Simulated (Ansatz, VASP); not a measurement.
## One calculation of CdTe, two programs

Contents of INCAR:

```
  ALGO = Normal
  EDIFF = 1E-6
  ENCUT = 500
  GGA_COMPAT = F
  ISIF = 2
  ISMEAR = -1
  LASPH = T
  LCHARG = F
  LREAL = F
  LWAVE = F
  NBANDS = 26
  NELM = 120
  PREC = Accurate
  SIGMA = 0.1
```

KPOINTS

```
k-points
0
Gamma
  6 6 4
```

File POSCAR:

```
CdTe
1.0
    3.0447179573     -3.0738391863      0.0000000000
    3.0447179573      3.0738391863      0.0000000000
    0.0000000000      0.0000000000      6.0497739093
Cd Te
2 2
Direct
    0.2770300000      0.7229700000      0.7500000000
    0.7229700000      0.2770300000      0.2500000000
    0.7661370000      0.2338630000      0.7500000000
    0.2338630000      0.7661370000      0.2500000000
```

Input for Ansatz:

```yaml
crystal:
  lattice:
    - [3.0447179573034773, -3.0738391862739807, 0.0]
    - [3.0447179573034773, 3.0738391862739807, 0.0]
    - [0.0, 0.0, 6.04977390925897]
  atoms:
    - { symbol: Cd, position: [0.27703, 0.72297, 0.75] }
    - { symbol: Cd, position: [0.72297, 0.27703, 0.25] }
    - { symbol: Te, position: [0.766137, 0.233863, 0.75] }
    - { symbol: Te, position: [0.233863, 0.766137, 0.25] }
basis:
  ecutwfc: 500.0
kpoints:
  mp_grid:
    grid: [6, 6, 4]
hamiltonian:
  xc: lda
scf:
  occupations:
    method: fermi_dirac
    width: 0.1
output:
  stress: true
```

Alike in both runs: task single point; functional LDA; k mesh 6 × 6 × 4; occupations fermi-dirac, width 0.1 eV; no spin polarisation.

|  | VASP | Ansatz |
| --- | --- | --- |
| version | VASP 6.6.1 | Ansatz 0.2.0 |
| potentials or method | VASP PAW LDA potentials, release 64 (Cd, Te), cutoff 500 eV | plane waves, PAW |
| valence electrons in the cell | 36 | 72 |

|  | VASP | Ansatz | Ansatz less VASP |
| --- | --- | --- | --- |
| pressure (GPa) | -3.8 | -4.1 | -0.26 |

LDA's correlation is that of Perdew and Zunger in VASP and of Perdew and Wang (1992) in Ansatz. VASP's potentials hold 36 valence electrons a cell and Ansatz's 72, so a difference there can come from the potentials and not from the codes.

Neither program's run includes spin-orbit coupling.
